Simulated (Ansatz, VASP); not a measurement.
InAs in VASP and in Ansatz

The input POSCAR:

```
InAs
1.0
    0.0000000000      3.0180000000      3.0180000000
    3.0180000000      0.0000000000      3.0180000000
    3.0180000000      3.0180000000      0.0000000000
In As
1 1
Direct
    0.0000000000      0.0000000000      0.0000000000
    0.2500000000      0.2500000000      0.2500000000
```

Contents of INCAR.step1:

```
SYSTEM = InAs
PREC     = Accurate       ! precision mode
ENCUT    = 600            ! plane-wave cutoff, eV
ISMEAR   = 0              ! smearing method
SIGMA    = 0.01           ! smearing width, eV
LREAL    = .False.        ! projectors in reciprocal space
LASPH    = .True.         ! aspherical terms in the spheres
NELM     = 100            ! most SCF steps
GGA      = PE             ! functional
ALGO     = Normal         ! electronic algorithm
EDIFF    = 1E-4           ! SCF threshold, eV
LWAVE    = .True.         ! write WAVECAR
LCHARG   = .False.        ! write CHGCAR
```

Contents of INCAR.step2:

```
SYSTEM = InAs
PREC     = Accurate       ! precision mode
ENCUT    = 600            ! plane-wave cutoff, eV
EDIFF    = 1E-6           ! SCF threshold, eV
ISMEAR   = 0              ! smearing method
SIGMA    = 0.01           ! smearing width, eV
LREAL    = .False.        ! projectors in reciprocal space
LASPH    = .True.         ! aspherical terms in the spheres
NELM     = 100            ! most SCF steps
ALGO     = Normal         ! electronic algorithm
ISIF     = 3              ! what is computed and relaxed
LWAVE    = .False.        ! write WAVECAR
LCHARG   = .False.        ! write CHGCAR
METAGGA  = R2SCAN         ! meta-GGA
LMIXTAU  = .True.       
IBRION   = 2              ! ionic algorithm
NSW      = 100            ! ionic steps
EDIFFG   = -0.005         ! ionic threshold
ISTART   = 1
```

KPOINTS

```
regular mesh
0
Gamma
  10 10 10
  0 0 0
```

Input for Ansatz:

```yaml
crystal:
  lattice:
    - [0.0, 3.018, 3.018]
    - [3.018, 0.0, 3.018]
    - [3.018, 3.018, 0.0]
  atoms:
    - { symbol: In, position: [0.0, 0.0, 0.0] }
    - { symbol: As, position: [0.25, 0.25, 0.25] }
basis:
  ecutwfc: 500
kpoints:
  mp_grid: { grid: [10, 10, 10] }
hamiltonian:
  xc: r2scan
scf:
  occupations: { method: gaussian, width: 0.01 }
output:
  forces: true
  stress: true
  eigenvalues: true
relax:
  adjacent_minimum: "off"
  f_tol: 0.005
  max_steps: 80
  cell: { stress_tol: 0.05 }
```

Alike in both runs: task relaxation of cell and atoms; functional r2SCAN; k mesh 10 × 10 × 10; occupations gaussian, width 0.01 eV; no spin polarisation.

```csv
,VASP,Ansatz
version,VASP 6.6.1,Ansatz 0.2.0
potentials or method,"VASP PAW PBE potentials, release 64 (In_d, As), cutoff 600 eV","scalar-relativistic, plane waves, PAW"
valence electrons in the cell,18,28
```

|  | VASP | Ansatz | Ansatz less VASP |
| --- | --- | --- | --- |
| gap on the k mesh at the Fermi level, each at its own relaxed structure (eV) | 0.08 | 0.08 | +0.006 |
| relaxed volume (Å³/atom) | 28.52 | 28.49 | -0.024 |
| relaxed cell length with the largest relative difference (Å) | 4.321 | 4.319 | -0.0012 |

VASP's potentials were made for PBE, not for r2SCAN. VASP's potentials hold 18 valence electrons a cell and Ansatz's 28, so a difference there can come from the potentials and not from the codes.
